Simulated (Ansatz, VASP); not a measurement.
## One calculation of Y5F, two programs

```
Y F
1.0
    -4.01000    4.01000    2.53500
     4.01000   -4.01000    2.53500
     4.01000    4.01000   -2.53500
Y F
5 1
Direct
  0.00000 0.00000 0.00000
  0.60000 0.20000 0.80000
  0.20000 0.40000 0.60000
  0.40000 0.80000 0.20000
  0.80000 0.60000 0.40000
  0.50000 0.50000 0.00000
```

Alike in both runs: functional PBE; k mesh 4 × 4 × 4; occupations gaussian, width 0.2 eV; no spin polarisation.

Ansatz relaxed the structure, and its values are those at the end. VASP's run is a single point on that final structure, the one shown.

|  | VASP | Ansatz |
| --- | --- | --- |
| version | VASP 6.6.1 | Ansatz 0.2.0 |
| potentials or method | VASP PAW PBE potentials, release 64 (Y_sv, F), cutoff 520 eV | scalar-relativistic, plane waves, PAW |
| valence electrons in the cell | 62 | 62 |

VASP gave:

```
gap on the k mesh at the Fermi level (eV) : none
pressure (GPa)                            : 0.4
rms of the force components (eV/Å)        : 0.027
```

Q: What did Ansatz give for the same quantities?

A: gap on the k mesh at the Fermi level (eV): none; pressure (GPa): 0.5; rms of the force components (eV/Å): 0.024.

A gap of «none» marks a metal or a gap that the smearing closes. The functional is the same, so the differences come from potentials, cutoffs and numerics.

The k mesh is coarse, so the values compare programs but aren't converged.
